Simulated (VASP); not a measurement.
The system is SrTiO3.

```
Sr Ti O
1.0
     7.78282    0.00000    0.00000
     0.00000    7.78282    0.00000
     0.00000    0.00000    7.78282
Sr Ti O
8 8 24
Direct
  0.00000 0.00000 0.00000
  0.00000 0.00000 0.50000
  0.00000 0.50000 0.00000
  0.00000 0.50000 0.50000
  0.50000 0.00000 0.00000
  0.50000 0.00000 0.50000
  0.50000 0.50000 0.00000
  0.50000 0.50000 0.50000
  0.25000 0.25000 0.25000
  0.25000 0.25000 0.75000
  0.25000 0.75000 0.25000
  0.25000 0.75000 0.75000
  0.75000 0.25000 0.25000
  0.75000 0.25000 0.75000
  0.75000 0.75000 0.25000
  0.75000 0.75000 0.75000
  0.25000 0.25000 0.00000
  0.25000 0.25000 0.50000
  0.25000 0.75000 0.00000
  0.25000 0.75000 0.50000
  0.75000 0.25000 0.00000
  0.75000 0.25000 0.50000
  0.75000 0.75000 0.00000
  0.75000 0.75000 0.50000
  0.00000 0.25000 0.25000
  0.00000 0.25000 0.75000
  0.00000 0.75000 0.25000
  0.00000 0.75000 0.75000
  0.50000 0.25000 0.25000
  0.50000 0.25000 0.75000
  0.50000 0.75000 0.25000
  0.50000 0.75000 0.75000
  0.25000 0.00000 0.25000
  0.25000 0.00000 0.75000
  0.25000 0.50000 0.25000
  0.25000 0.50000 0.75000
  0.75000 0.00000 0.25000
  0.75000 0.00000 0.75000
  0.75000 0.50000 0.25000
  0.75000 0.50000 0.75000
```

Base run:

* Program: VASP 6.6.1
* Functional: PBE
* Potentials or basis: VASP PAW PBE potentials, release 64 (Sr_sv, Ti_sv, O)
* Cutoff: 600 eV
* k mesh: 1 × 1 × 1, shifted
* Occupations: fermi-dirac, width 0.05 eV
* Spin: no spin polarisation

Its results: band gap on the k mesh 2.63 eV; pressure 6.8 GPa.

Problem. The run is repeated on the same cell with these changes: functional from PBE to LDA; potentials or basis from VASP PAW PBE potentials, release 64 (Sr_sv, Ti_sv, O) to VASP PAW LDA potentials, release 64 (Sr_sv, Ti_sv, O). What comes out?

Solution. Band gap on the k mesh 2.54 eV; pressure -4.7 GPa.

Caveats: a shifted mesh leaves out Γ, where band edges can lie; the cell stands under pressure (at least some runs); the cell stands under tension (at least some runs).

A k mesh can miss the band edges.
